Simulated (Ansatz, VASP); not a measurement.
## Two plane-wave programs on SiW3

File INCAR:

```
ALGO = Fast ; EDIFF = 1E-6
ENCUT = 520 ; GGA = PE
ISIF = 2 ; ISMEAR = 0
LASPH = True ; LCHARG = False
LREAL = False ; LWAVE = False
NBANDS = 31 ; NELM = 100
PREC = Accurate ; SIGMA = 0.15
```

The input KPOINTS:

```
k-points
0
Gamma
  14 14 14
```

The input POSCAR:

```
SiW3
1.0
   -2.4735778813      2.4735778813      2.7339545003
    2.4735778813     -2.4735778813      2.7339545003
    2.4735778813      2.4735778813     -2.7339545003
Si W
1 3
Direct
    0.0000000000      0.0000000000      0.0000000000
    0.5000000000      0.5000000000      0.0000000000
    0.5000000000      0.0000000000      0.5000000000
    0.0000000000      0.5000000000      0.5000000000
```

Input for Ansatz:

```yaml
crystal:
  lattice:
    - [-2.4735778813, 2.4735778813, 2.7339545003]
    - [2.4735778813, -2.4735778813, 2.7339545003]
    - [2.4735778813, 2.4735778813, -2.7339545003]
  atoms:
    - { symbol: Si, position: [0.0, 0.0, 0.0] }
    - { symbol: W, position: [0.5, 0.5, 0.0] }
    - { symbol: W, position: [0.5, 0.0, 0.5] }
    - { symbol: W, position: [0.0, 0.5, 0.5] }
basis:
  ecutwfc: 420
kpoints:
  mp_grid: { grid: [14, 14, 14] }
hamiltonian:
  xc: pbe
scf:
  occupations: { method: gaussian, width: 0.15 }
output:
  forces: true
  stress: true
  eigenvalues: true
```

Change from the starting cell: strain -0.050 along x and y, +0.050 along z, atoms carried along.

Alike in both runs: task single point; functional PBE; k mesh 14 × 14 × 14; occupations gaussian, width 0.15 eV; no spin polarisation.

|  | VASP | Ansatz |
| --- | --- | --- |
| version | VASP 6.6.1 | Ansatz 0.2.0 |
| potentials or method | VASP PAW PBE potentials, release 64 (Si, W_sv), cutoff 520 eV | scalar-relativistic, plane waves, PAW |
| valence electrons in the cell | 46 | 46 |

```csv
,VASP,Ansatz,Ansatz less VASP
gap on the k mesh at the Fermi level (eV),none,none,-
pressure (GPa),16.2,15.6,-0.63
"traceless stress, the component that is largest in VASP (GPa)",-25.39,-24.91,+0.478
```

A gap of «none» marks a metal or a gap that the smearing closes. The functional is the same, so the differences come from potentials, cutoffs and numerics.

Spin-orbit coupling is off throughout.
